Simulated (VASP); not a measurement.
# K2S (Fm-3m) in VASP: further runs

K2S is run at these levels: PBE; tasks: single point.

All numbers are computed with VASP 6.6.1; they aren't measurements. Logs are shortened: lines on timing, memory, paths and dates and some standing lists are left out, and cuts for length are marked.

### 1 The cell of the first run

The structure is cubic, space group Fm-3m (No. 225). Conventional cell: a = 7.307 Å, b = 7.307 Å, c = 7.307 Å, α = 90.00°, β = 90.00°, γ = 90.00°. S (site symmetry m-3m) has 8 K at 3.16 Å within 4.2 Å. K (site symmetry -43m) has 4 S at 3.16 Å and 6 K at 3.65 Å within 4.2 Å.

### 2 Single point, PBE (volume changed by -6%)

INCAR reads:

```
PREC = Accurate ; ENCUT = 500
EDIFF = 1E-6 ; ISMEAR = 0
SIGMA = 0.01 ; LREAL = F
LASPH = T ; NELM = 120
ALGO = Normal ; ISIF = 2
LWAVE = F ; LCHARG = T
GGA = PE ; LELF = T
LVHAR = T ; NBANDS = 19
GGA_COMPAT = F
```

KPOINTS reads:

```
regular mesh
0
Gamma
  6 6 6
```

POSCAR reads:

```
K2S
1.0
    0.0000000000      3.6533589288      3.6533589288
    3.6533589288      0.0000000000      3.6533589288
    3.6533589288      3.6533589288      0.0000000000
S K
1 2
Direct
    0.0000000000      0.0000000000      0.0000000000
    0.2500000000      0.2500000000      0.2500000000
    0.7500000000      0.7500000000      0.7500000000
```

Potentials or basis: VASP PAW PBE potentials, release 64 (S, K_sv).

Started as:

```
$ cat potpaw_PBE.64/S/POTCAR potpaw_PBE.64/K_sv/POTCAR > POTCAR
$ mpirun -np 1 vasp_std > vasp.out
```

OUTCAR:

```text
PREC = Accurate
   ENCUT = 500
   EDIFF = 1E-6
   ISMEAR = 0
   LREAL = F
   LASPH = T
   NELM = 120
   ISIF = 2
   GGA = PE

 ion  position               nearest neighbor table
   1  0.000  0.000  0.000-   2 3.16   3 3.16   3 3.16   3 3.16   3 3.16   2 3.16   2 3.16   2 3.16

   2  0.250  0.250  0.250-   1 3.16   1 3.16   1 3.16   1 3.16   3 3.65   3 3.65   3 3.65   3 3.65
                             3 3.65   3 3.65
   3  0.750  0.750  0.750-   1 3.16   1 3.16   1 3.16   1 3.16   2 3.65   2 3.65   2 3.65   2 3.65
                             2 3.65   2 3.65

  LATTYP: Found a face centered cubic cell.
 ALAT       =     7.3067178576

  Lattice vectors:

 A1 = (   0.0000000000,   3.6533589288,   3.6533589288)
 A2 = (   3.6533589288,   0.0000000000,   3.6533589288)
 A3 = (   3.6533589288,   3.6533589288,   0.0000000000)

Analysis of symmetry for initial positions (statically):
=====================================================================
 Subroutine PRICEL returns:
 Original cell was already a primitive cell.

 Routine SETGRP: Setting up the symmetry group for a
 face centered cubic supercell.

 Subroutine GETGRP returns: Found 48 space group operations
 (whereof 48 operations were pure point group operations)
 out of a pool of 48 trial point group operations.

The static configuration has the point symmetry O_h .

Analysis of symmetry for dynamics (positions and initial velocities):
=====================================================================
 Subroutine PRICEL returns:
 Original cell was already a primitive cell.

 Routine SETGRP: Setting up the symmetry group for a
 face centered cubic supercell.

 Subroutine GETGRP returns: Found 48 space group operations
 (whereof 48 operations were pure point group operations)
 out of a pool of 48 trial point group operations.

The dynamic configuration has the point symmetry O_h .

 Subroutine INISYM returns: Found 48 space group operations
 (whereof 48 operations are pure point group operations),
 and found     1 'primitive' translations

----------------------------------------------------------------------------------------

                                     Primitive cell

  volume of cell :      97.5230

  direct lattice vectors                    reciprocal lattice vectors
     0.000000000  3.653358929  3.653358929    -0.136860355  0.136860355  0.136860355
     3.653358929  0.000000000  3.653358929     0.136860355 -0.136860355  0.136860355
     3.653358929  3.653358929  0.000000000     0.136860355  0.136860355 -0.136860355

  length of vectors
     5.166629745  5.166629745  5.166629745     0.237049088  0.237049088  0.237049088

  position of ions in fractional coordinates (direct lattice)
     0.000000000  0.000000000  0.000000000
     0.250000000  0.250000000  0.250000000
     0.750000000  0.750000000  0.750000000

  ion indices of the primitive-cell ions
   primitive index   ion index
                 1           1
                 2           2
                 3           3

----------------------------------------------------------------------------------------

 KPOINTS: regular mesh

Automatic generation of k-mesh.
 Grid dimensions read from file:
 generate k-points for:    6    6    6

 Generating k-lattice:

  Cartesian coordinates                     Fractional coordinates (reciprocal lattice)
    -0.022810059  0.022810059  0.022810059     0.166666667  0.000000000  0.000000000
     0.022810059 -0.022810059  0.022810059     0.000000000  0.166666667  0.000000000
     0.022810059  0.022810059 -0.022810059     0.000000000  0.000000000  0.166666667

  Length of vectors
     0.039508181  0.039508181  0.039508181

  Shift w.r.t. Gamma in fractional coordinates (k-lattice)
     0.000000000  0.000000000  0.000000000

 Subroutine IBZKPT returns following result:
 ===========================================

 Found     16 irreducible k-points:

 Following reciprocal coordinates:
            Coordinates               Weight
  0.000000  0.000000  0.000000      1.000000
  0.166667  0.000000  0.000000      8.000000
  0.333333  0.000000  0.000000      8.000000
  0.500000  0.000000  0.000000      4.000000
  0.166667  0.166667  0.000000      6.000000
  0.333333  0.166667  0.000000     24.000000
[... 8 lines left out ...]
 -0.333333  0.333333  0.166667     24.000000
 -0.333333  0.500000  0.166667     12.000000
   k-points           NKPTS =     16   k-points in BZ     NKDIM =     16   number of bands    NBANDS=     19
   number of dos      NEDOS =    301   number of ions     NIONS =      3
   total plane-waves  NPLWV =  64000
   dimension x,y,z NGX =    40 NGY =   40 NGZ =   40
   dimension x,y,z NGXF=    80 NGYF=   80 NGZF=   80
   ions per type =               1   2
   NGX,Y,Z   is equivalent  to a cutoff of  12.87, 12.87, 12.87 a.u.
   NGXF,Y,Z  is equivalent  to a cutoff of  25.74, 25.74, 25.74 a.u.
 SYSTEM =  unknown system
   PREC   = accura    normal or accurate (medium, high low for compatibility)
   ISTART =      0    job   : 0-new  1-cont  2-samecut
   ICHARG =      2    charge: 1-file 2-atom 10-const
   ISPIN  =      1    spin polarized calculation?
   LNONCOLLINEAR =      F non collinear calculations
   LSORBIT =      F    spin-orbit coupling
   LASPH  =      T    aspherical Exc in radial PAW
   ENCUT  =  500.0 eV  36.75 Ry    6.06 a.u.   9.42  9.42  9.42*2*pi/ulx,y,z
   NELM   =    120;   NELMIN=  2; NELMDL= -5     # of ELM steps
   EDIFF  = 0.1E-05   stopping-criterion for ELM
   LREAL  =      F    real-space projection
   EDIFFG = 0.1E-04   stopping-criterion for IOM
   NSW    =      0    number of steps for IOM
   IBRION =     -1    ionic relax: 0-MD 1-quasi-New 2-CG
   NFREE  =      0    steps in history (QN), initial steepest desc. (CG)
   ISIF   =      2    stress and relaxation
   ISYM   =      2    0-nonsym 1-usesym 2-fastsym
   POTIM  = 0.5000    time-step for ionic-motion
   TEBEG  =    0.0;   TEEND  =   0.0 temperature during run
   PSTRESS=    0.0 pullay stress
   NELECT =      24.0000    total number of electrons
   NUPDOWN=      -1.0000    fix difference up-down
   EMIN   =  10.00;   EMAX   =-10.00  energy-range for DOS
   EFERMI =   0.00;   METHOD = LEGACY
   ISMEAR =     0;   SIGMA  =   0.01  broadening in eV -4-tet -1-fermi 0-gaus
   EFERMI_NEDOS =   21; number of points for ismear=-14 and -15
   IALGO  =     38    algorithm
   IMIX   =      4    mixing-type and parameters
     AMIX     =   0.40;   BMIX     =  1.00
     AMIX_MAG =   1.60;   BMIX_MAG =  1.00
  volume/ion in A,a.u.               =      32.51       219.37
  Fermi-wavevector in a.u.,A,eV,Ry     =   1.025911  1.938690 14.320034  1.052493
  Thomas-Fermi vector in A             =   2.159776
   LORBIT       =      0    0 simple, 1 ext, 2 COOP (PROOUT), +10 PAW based schemes
   GGA     = PE    functional components
   LHFCALC =     F    Hartree Fock is set to
   AEXX    =    0.0000 exact exchange contribution
   IVDW    =     0    specifies the selected vdW correction
   LEPSILON=     F    determine dielectric tensor
   LRPA    =     F    only Hartree local field effects (RPA)
 non-spin polarized calculation
 Gauss-broadening in eV      SIGMA  =   0.01
  energy-cutoff  :      500.00
  volume of cell :       97.52
 maximum number of plane-waves:      2505
 NGX is ok and might be reduce to    40
   NGX = 19   NGY = 19   NGZ = 19

 number of electron      23.9999999 magnetization

 Free energy of the ion-electron system (eV)
  ---------------------------------------------------
  ext. energy  EPLUGINS =         0.00000000
  ---------------------------------------------------
  free energy    TOTEN  =        -9.39300770 eV

  energy without entropy =       -9.39300770  energy(sigma->0) =       -9.39300770

 E-fermi :  -0.0656     XC(G=0):  -7.4856

 val. band max:       -0.2079523831   @ k =   0.5000   0.5000   0.0000
 cond. band min:       2.2741389724   @ k =   0.0000   0.0000   0.0000
 fundamental gap:      2.4820913554
 Fermi energy:        -0.0656221821

 k-point     1 :       0.0000    0.0000    0.0000
  band No.  band energies     occupation
      1     -29.3560      2.00000
      2     -29.2596      2.00000
      3     -12.9630      2.00000
      4     -12.9630      2.00000
      5     -12.9630      2.00000
      6     -12.6981      2.00000
[... 11 lines left out ...]
     18       7.4027      0.00000
     19       8.3934      0.00000

 k-point     2 :       0.1667    0.0000    0.0000
  band No.  band energies     occupation
      1     -29.3492      2.00000
      2     -29.2657      2.00000
      3     -12.9573      2.00000
      4     -12.9478      2.00000
      5     -12.9478      2.00000
      6     -12.7489      2.00000
[... 11 lines left out ...]
     18       7.5348      0.00000
     19       7.9138      0.00000

 k-point     3 :       0.3333    0.0000    0.0000
  band No.  band energies     occupation
      1     -29.3310      2.00000
      2     -29.2828      2.00000
      3     -12.9543      2.00000
      4     -12.9043      2.00000
      5     -12.9043      2.00000
      6     -12.8347      2.00000
[... 11 lines left out ...]
     18       7.5504      0.00000
     19       7.5505      0.00000

 k-point     4 :       0.5000    0.0000    0.0000
  band No.  band energies     occupation
      1     -29.3066      2.00000
      2     -29.3065      2.00000
      3     -12.9643      2.00000
      4     -12.8632      2.00000
      5     -12.8462      2.00000
      6     -12.8462      2.00000
[... 11 lines left out ...]
     18       7.4722      0.00000
     19       7.6554      0.00000

 k-point     5 :       0.1667    0.1667    0.0000
  band No.  band energies     occupation
      1     -29.3475      2.00000
      2     -29.2672      2.00000
      3     -12.9811      2.00000
      4     -12.9811      2.00000
      5     -12.8799      2.00000
      6     -12.8354      2.00000
[... 11 lines left out ...]
     18       7.3264      0.00000
     19       7.3264      0.00000

 k-point     6 :       0.3333    0.1667    0.0000
  band No.  band energies     occupation
      1     -29.3346      2.00000
      2     -29.2790      2.00000
      3     -13.0013      2.00000
      4     -12.9780      2.00000
      5     -12.9413      2.00000
      6     -12.8024      2.00000
[... 11 lines left out ...]
     18       7.3132      0.00000
     19       8.0710      0.00000

 k-point     7 :       0.5000    0.1667    0.0000
  band No.  band energies     occupation
      1     -29.3144      2.00000
      2     -29.2984      2.00000
      3     -13.0548      2.00000
      4     -12.9540      2.00000
      5     -12.9362      2.00000
      6     -12.7697      2.00000
[... 11 lines left out ...]
     18       7.2112      0.00000
     19       8.0190      0.00000

 k-point     8 :      -0.3333    0.1667    0.0000
  band No.  band energies     occupation
      1     -29.3204      2.00000
      2     -29.2926      2.00000
      3     -13.0538      2.00000
      4     -12.9231      2.00000
      5     -12.8649      2.00000
      6     -12.8376      2.00000
[... 11 lines left out ...]
     18       7.1617      0.00000
     19       7.7171      0.00000

 k-point     9 :      -0.1667    0.1667    0.0000
  band No.  band energies     occupation
      1     -29.3392      2.00000
      2     -29.2749      2.00000
      3     -13.0092      2.00000
      4     -12.9036      2.00000
      5     -12.8880      2.00000
      6     -12.8420      2.00000
[... 11 lines left out ...]
     18       7.4653      0.00000
     19       7.6229      0.00000

 k-point    10 :       0.3333    0.3333    0.0000
  band No.  band energies     occupation
      1     -29.3305      2.00000
      2     -29.2824      2.00000
      3     -13.0867      2.00000
      4     -13.0166      2.00000
      5     -13.0166      2.00000
      6     -12.7087      2.00000
[... 11 lines left out ...]
     18       7.3625      0.00000
     19       7.9325      0.00000

 k-point    11 :       0.5000    0.3333    0.0000
  band No.  band energies     occupation
      1     -29.3200      2.00000
      2     -29.2923      2.00000
      3     -13.1610      2.00000
      4     -13.0156      2.00000
      5     -13.0077      2.00000
      6     -12.6863      2.00000
[... 11 lines left out ...]
     18       7.4858      0.00000
     19       7.9240      0.00000

 k-point    12 :      -0.3333    0.3333    0.0000
  band No.  band energies     occupation
      1     -29.3062      2.00000
      2     -29.3061      2.00000
      3     -13.1468      2.00000
      4     -12.9858      2.00000
      5     -12.9519      2.00000
      6     -12.7509      2.00000
[... 11 lines left out ...]
     18       7.3591      0.00000
     19       7.9917      0.00000

 k-point    13 :       0.5000    0.5000    0.0000
  band No.  band energies     occupation
      1     -29.3219      2.00000
      2     -29.2900      2.00000
      3     -13.2033      2.00000
      4     -13.0341      2.00000
      5     -13.0341      2.00000
      6     -12.6560      2.00000
[... 11 lines left out ...]
     18       7.5223      0.00000
     19       7.7961      0.00000

 k-point    14 :       0.5000    0.3333    0.1667
  band No.  band energies     occupation
      1     -29.3224      2.00000
      2     -29.2904      2.00000
      3     -13.0938      2.00000
      4     -13.0144      2.00000
      5     -12.9275      2.00000
      6     -12.7705      2.00000
[... 11 lines left out ...]
     18       7.5377      0.00000
     19       7.8724      0.00000

 k-point    15 :      -0.3333    0.3333    0.1667
  band No.  band energies     occupation
      1     -29.3062      2.00000
      2     -29.3061      2.00000
      3     -13.1377      2.00000
      4     -13.0353      2.00000
      5     -12.8530      2.00000
      6     -12.8501      2.00000
[... 11 lines left out ...]
     18       7.2104      0.00000
     19       7.9676      0.00000

 k-point    16 :      -0.3333    0.5000    0.1667
  band No.  band energies     occupation
      1     -29.3140      2.00000
      2     -29.2980      2.00000
      3     -13.1831      2.00000
      4     -13.0560      2.00000
      5     -12.9428      2.00000
      6     -12.7539      2.00000
[... 11 lines left out ...]
     18       7.4523      0.00000
     19       7.8615      0.00000

------------------------ aborting loop because EDIFF is reached ----------------------------------------

  FORCE on cell =-STRESS in cart. coord.  units (eV):
  Direction    XX          YY          ZZ          XY          YZ          ZX
  --------------------------------------------------------------------------------------
  -------------------------------------------------------------------------------------
  Total        0.8342294      0.8342294      0.8342294      0.0000000     -0.0000000      0.0000000
  in kB       13.7053153     13.7053153     13.7053153      0.0000000     -0.0000000      0.0000000
  external PRESSURE =      13.7053153 kB  Pullay stress =       0.0000000 kB

 VOLUME and BASIS-vectors are now :
 -----------------------------------------------------------------------------
  energy-cutoff  :      500.00
  volume of cell :       97.52
      direct lattice vectors                 reciprocal lattice vectors
     0.000000000  3.653358929  3.653358929    -0.136860355  0.136860355  0.136860355
     3.653358929  0.000000000  3.653358929     0.136860355 -0.136860355  0.136860355
     3.653358929  3.653358929  0.000000000     0.136860355  0.136860355 -0.136860355

 POSITION                                       TOTAL-FORCE (eV/Angst)
 -----------------------------------------------------------------------------------
      0.00000      0.00000      0.00000         0.000000     -0.000000      0.000000
      1.82668      1.82668      1.82668        -0.000000      0.000000     -0.000000
      5.48004      5.48004      5.48004         0.000000     -0.000000      0.000000
 -----------------------------------------------------------------------------------
    total drift:                               -0.000000     -0.000000      0.000000

  FREE ENERGIE OF THE ION-ELECTRON SYSTEM (eV)
  ---------------------------------------------------
  free  energy   TOTEN  =        -9.3930077001 eV

  energy  without entropy=       -9.3930077001  energy(sigma->0) =       -9.39300770
```

Run time: 28 s. Hardware: 1 thread of AMD EPYC 9R45 (Zen 5), shared host; peak memory 0.2 GiB.

Results:

- Free energy: -9.3930 eV
- Pressure: 1.4 GPa
- Band gap on the k mesh: 2.48 eV, indirect (least direct gap 2.72 eV)

 A k mesh can miss the band edges.

(Part 1 of 2 ends here.)
